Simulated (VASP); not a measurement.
**CoSi2: single point with r2SCAN**

The system is CoSi2.

```
Co Si
1.0
     0.00000    2.67800    2.67800
     5.35600    0.00000    5.35600
     2.67800    2.67800    0.00000
Co Si
2 4
Direct
  0.00000 0.00000 0.00000
  0.00000 0.50000 0.00000
  0.25000 0.12500 0.25000
  0.25000 0.62500 0.25000
  0.75000 0.37500 0.75000
  0.75000 0.87500 0.75000
```

- Program: VASP 6.6.1
- Task: single point
- Functional: r2SCAN
- Potentials or basis: VASP PAW PBE potentials, release 64 (Co, Si)
- Cutoff: 520 eV
- k mesh: 6 × 3 × 6
- Occupations: fermi-dirac, width 0.1 eV
- Spin: no spin polarisation
- Dipole correction: no
- Further INCAR settings: ALGO = Normal; EDIFF = 1e-06; NBANDS = 26

```
Pressure               : -4.4 GPa
Band gap on the k mesh : zero (band 17 reaches 13.16 eV, above the bottom of band 18 at 9.29 eV)
```

Levels at points of the mesh, in eV from the Fermi level:
```tsv
k point	band 14	band 15	band 16	band 17	band 18	band 19	band 20	band 21
(0.00, 0.00, 0.00)	-0.63	-0.63	1.16	3.08	3.51	3.51	3.51	3.53
(0.50, 0.00, 0.00)	-1.76	-1.76	-1.49	-0.63	-0.63	1.72	3.08	3.09
```

Run time: 2.3 min on 1 thread of Intel(R) Xeon(R) Platinum 8259CL CPU @ 2.50GHz (Skylake/Cascade Lake), on a shared host, peak memory 0.21 GiB.

Caveat: the PAW data sets were made with another functional, which shifts forces and pressure a little. Spin polarisation is off, so any magnetic state and its effect on volume and gap are missing.
